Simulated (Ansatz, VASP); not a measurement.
## Two plane-wave programs on ScCu

```
CELL_PARAMETERS angstrom
3.25600 0.00000 0.00000
0.00000 3.25600 0.00000
0.00000 0.00000 3.25600
ATOMIC_POSITIONS crystal
Sc 0.50000 0.50000 0.50000
Cu 0.00000 0.00000 0.00000
```

Alike in both runs: task electric field gradients; functional LDA; k mesh 11 × 11 × 11; occupations fermi-dirac, width 0.05 eV; no spin polarisation.

|  | VASP | Ansatz |
| --- | --- | --- |
| version | VASP 6.6.1 | Ansatz 0.2.0 |
| potentials or method | VASP PAW LDA potentials, release 64 (Sc_sv, Cu) | PAW with Ansatz's default frozen-core files, scalar-relativistic |
| plane-wave cutoff (eV) | 520 | 420 |
| valence electrons in the cell | 22 | 30 |

```tsv
	VASP	Ansatz	Ansatz less VASP
pressure (GPa)	-7.1	-7.6	-0.47
```

LDA's correlation is that of Perdew and Zunger in VASP and of Perdew and Wang (1992) in Ansatz. VASP's potentials hold 22 valence electrons a cell and Ansatz's 30, so a difference there can come from the potentials and not from the codes.
